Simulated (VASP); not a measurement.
Input of a VASP 6.6.1 run:

The input POSCAR:

```
InSe
1.0
    6.4537745278      0.0000000000      0.0000000000
   -3.2268872639      5.5891326914      0.0000000000
    0.0000000000      0.0000000000      5.2070226304
In Se
3 3
Direct
    0.5000000000      0.0000000000      0.0000000000
    0.5000000000      0.5000000000      0.0000000000
    0.0000000000      0.5000000000      0.0000000000
    0.0000000000      0.0000000000      0.0000000000
    0.3333333333      0.6666666667      0.5000000000
    0.6666666667      0.3333333333      0.5000000000
```

Contents of INCAR.step1:

```
PREC     = Accurate       # precision mode
ENCUT    = 520            # plane-wave cutoff, eV
ISMEAR   = 0              # smearing method
SIGMA    = 0.1            # smearing width, eV
LREAL    = F              # projectors in reciprocal space
LASPH    = T              # aspherical terms in the spheres
NELM     = 100            # most SCF steps
NBANDS   = 38             # bands
GGA      = PE             # functional
ALGO     = Normal         # electronic algorithm
EDIFF    = 1E-4           # SCF threshold, eV
LWAVE    = T              # write WAVECAR
LCHARG   = F              # write CHGCAR
```

The input INCAR.step2:

```
PREC     = Accurate       # precision mode
ENCUT    = 520            # plane-wave cutoff, eV
EDIFF    = 1E-6           # SCF threshold, eV
ISMEAR   = 0              # smearing method
SIGMA    = 0.1            # smearing width, eV
LREAL    = F              # projectors in reciprocal space
LASPH    = T              # aspherical terms in the spheres
NELM     = 100            # most SCF steps
ALGO     = Normal         # electronic algorithm
ISIF     = 2              # what is computed and relaxed
LWAVE    = F              # write WAVECAR
LCHARG   = F              # write CHGCAR
METAGGA  = R2SCAN         # meta-GGA
LMIXTAU  = T            
NBANDS   = 38             # bands
ISTART   = 1
```

KPOINTS

```
Automatic mesh
0
Gamma
  3 3 4
```

Potentials or basis: VASP PAW PBE potentials, release 64 (In_d, Se).

Launch:

```sh
$ cat potpaw_PBE.64/In_d/POTCAR potpaw_PBE.64/Se/POTCAR > POTCAR
$ cp INCAR.step1 INCAR
$ mpirun -np 1 vasp_std > vasp.out
$ cp INCAR.step2 INCAR
$ mpirun -np 1 vasp_std > vasp.out
```

(1) What does it give for the band gap on the k mesh?

(2) Estimate the pressure.

## Answers

(1) zero (an odd number of electrons rules out a gap without spin polarisation).

(2) -5.4 GPa.

Caveat: the k points lie up to 0.37 Å⁻¹ apart, too coarse for converged energies and pressures of a metal; the PAW data sets were made with another functional, which shifts forces and pressure a little; spin-orbit coupling is left out, which moves the levels of the heavy elements.
